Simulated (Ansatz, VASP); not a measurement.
## MoS2 in VASP and in Ansatz

The input INCAR:

```
SYSTEM = MoS2
PREC = Accurate
ENCUT = 500
EDIFF = 1E-6
ISMEAR = 0
SIGMA = 0.05
LREAL = .FALSE.
LASPH = .TRUE.
NELM = 120
ALGO = Normal
ISIF = 2
LWAVE = .FALSE.
LCHARG = .FALSE.
GGA = PE
IVDW = 12
NBANDS = 20
GGA_COMPAT = .FALSE.
```

Contents of KPOINTS:

```
Automatic mesh
0
G
  12 12 6
  0 0 0
```

The input POSCAR:

```
MoS2
1.0
    3.0904975307      0.0000000000      0.0000000000
   -1.5452487654      2.6764493719      0.0000000000
    0.0000000000      0.0000000000      6.3485000276
Mo S
1 2
Direct
    0.0000000000      0.0000000000      0.0000000000
    0.3333333333      0.6666666667      0.2357940733
    0.3333333333      0.6666666667      0.7642059267
```

Input for Ansatz:

```yaml
crystal:
  lattice:
    - [3.0904975307, 0.0, 0.0]
    - [-1.5452487654, 2.6764493719, 0.0]
    - [0.0, 0.0, 6.3485000276]
  atoms:
    - { symbol: Mo, position: [0.0, 0.0, 0.0] }
    - { symbol: S, position: [0.3333333333, 0.6666666667, 0.2357940733] }
    - { symbol: S, position: [0.3333333333, 0.6666666667, 0.7642059267] }
basis:
  ecutwfc: 420
kpoints:
  mp_grid: { grid: [12, 12, 6] }
hamiltonian:
  xc: pbe
  dispersion: d3bj
scf:
  occupations: { method: gaussian, width: 0.05 }
output:
  forces: true
  stress: true
  eigenvalues: true
```

Alike in both runs: task single point; functional PBE; dispersion D3(BJ); k mesh 12 × 12 × 6; occupations gaussian, width 0.05 eV; no spin polarisation.

```csv
,VASP,Ansatz
version,VASP 6.6.1,Ansatz 0.2.0
potentials or method,"VASP PAW PBE potentials, release 64 (Mo_sv, S), cutoff 500 eV","scalar-relativistic, plane waves, PAW"
valence electrons in the cell,26,26
```

```tsv
	VASP	Ansatz	Ansatz less VASP
gap on the k mesh at the Fermi level (eV)	1.04	1.02	-0.020
least direct gap on the mesh (eV)	1.81	1.81	-0.005
pressure (GPa)	14.3	14.5	+0.21
traceless stress, the component that is largest in VASP (GPa)	4.42	4.49	+0.068
rms of the force components (eV/Å)	0.874	0.885	+0.0110
```

Atom by atom the forces differ by 0.011 eV/Å (rms over components).
